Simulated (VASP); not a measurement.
Wanted: the native input for a VASP 6.6.1 run.

- Task: single point
- Functional: RPBE
- Dispersion: D3(BJ)
- Potentials or basis: VASP PAW PBE potentials, release 64 (Si, C)
- Cutoff: 520 eV
- k mesh: 10 × 10 × 2
- Occupations: fermi-dirac, width 0.05 eV
- Spin: no spin polarisation
- Dipole correction: no
- Further INCAR settings: ALGO = Normal; EDIFF = 1e-07; NBANDS = 36

The structure of SiC (Moissanite 6H) lies in POSCAR:

```
SiC
1.0
    3.0531705480      0.0000000000      0.0000000000
   -1.5265852740      2.6441232567      0.0000000000
    0.0000000000      0.0000000000     14.9649748670
Si C
6 6
Direct
    0.6666666667      0.3333333333      0.4583000000
    0.3333333333      0.6666666667      0.9583000000
    0.6666666667      0.3333333333      0.7917000000
    0.3333333333      0.6666666667      0.2917000000
    0.0000000000      0.0000000000      0.6250000000
    0.0000000000      0.0000000000      0.1250000000
    0.6666666667      0.3333333333      0.3333000000
    0.3333333333      0.6666666667      0.8333000000
    0.6666666667      0.3333333333      0.6667000000
    0.3333333333      0.6666666667      0.1667000000
    0.0000000000      0.0000000000      0.5000000000
    0.0000000000      0.0000000000      0.0000000000
```

These files were run (other wordings do the same):

INCAR

```
PREC     = Accurate       # precision mode
ENCUT    = 520            # plane-wave cutoff, eV
EDIFF    = 1E-7           # SCF threshold, eV
ISMEAR   = -1             # smearing method
SIGMA    = 0.05           # smearing width, eV
LREAL    = F              # projectors in reciprocal space
LASPH    = T              # aspherical terms in the spheres
NELM     = 80             # most SCF steps
ALGO     = Normal         # electronic algorithm
ISIF     = 2              # what is computed and relaxed
LWAVE    = F              # write WAVECAR
LCHARG   = F              # write CHGCAR
GGA      = RP             # functional
IVDW     = 12             # dispersion correction
NBANDS   = 36             # bands
```

KPOINTS

```
regular mesh
0
Gamma
  10 10 2
```

Potentials or basis: VASP PAW PBE potentials, release 64 (Si, C).

Run with:

```console
$ cat potpaw_PBE.64/Si/POTCAR potpaw_PBE.64/C/POTCAR > POTCAR
$ mpirun -np 1 vasp_std > vasp.out
```

Results of the run:

- Pressure: -10.9 GPa
- Largest force: 0.148 eV/Å
- Band gap on the k mesh: 2.02 eV, indirect (least direct gap 3.12 eV)
- Dispersion energy per atom: -1.173 eV

Caveat: the PAW data sets were made with another functional, which shifts forces and pressure a little.

It took 3 min on 1 thread of AMD EPYC 7R13 (shared host), peak memory 0.26 GiB.
